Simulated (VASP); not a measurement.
AlSb2Br2, 5 atoms in the cell. Symmetry: P-3m1, No. 164, trigonal system. Conventional cell: a = 4.618 Å, b = 4.618 Å, c = 7.840 Å, α = 90.00°, β = 90.00°, γ = 120.00°. Within 4.4 Å of Al (site symmetry -3m) lie 6 Br at 3.36 Å and 6 Sb at 4.00 Å. Within 3.7 Å of Sb (site symmetry 3m) lie 4 Br at 2.82 to 2.83 Å and 3 Sb at 3.26 Å. Br (site symmetry 3m) has 4 Sb at 2.82 to 2.83 Å and 3 Al at 3.36 Å within 3.7 Å. 

- Program: VASP 6.6.1
- Task: relaxation of cell and atoms
- Functional: PBE
- Potentials or basis: VASP PAW PBE potentials, release 64 (Al, Sb, Br)
- Cutoff: 600 eV
- k mesh: 6 × 6 × 2
- Occupations: gaussian, width 0.1 eV
- Spin: no spin polarisation
- Dipole correction: no
- Further INCAR settings: ALGO = Normal; EDIFF = 1e-06; IBRION = 2; EDIFFG = -0.04; NSW = 90; ISIF = 3

Potentials or basis: VASP PAW PBE potentials, release 64 (Al, Sb, Br).

Command:

```bash
$ cat potpaw_PBE.64/Al/POTCAR potpaw_PBE.64/Sb/POTCAR potpaw_PBE.64/Br/POTCAR > POTCAR
$ mpirun -np 1 vasp_std > vasp.out
```

Hardware: 1 thread of Intel(R) Xeon(R) 6975P-C (Granite Rapids), with other jobs on the host.

**Question.** Estimate the wall time of this run.

**Answer.** Wall time 7.4 min on 1 thread of Intel(R) Xeon(R) 6975P-C (Granite Rapids) (shared host), peak memory 0.35 GiB. Counts: scf iterations 224, k points 14, ion steps 27.
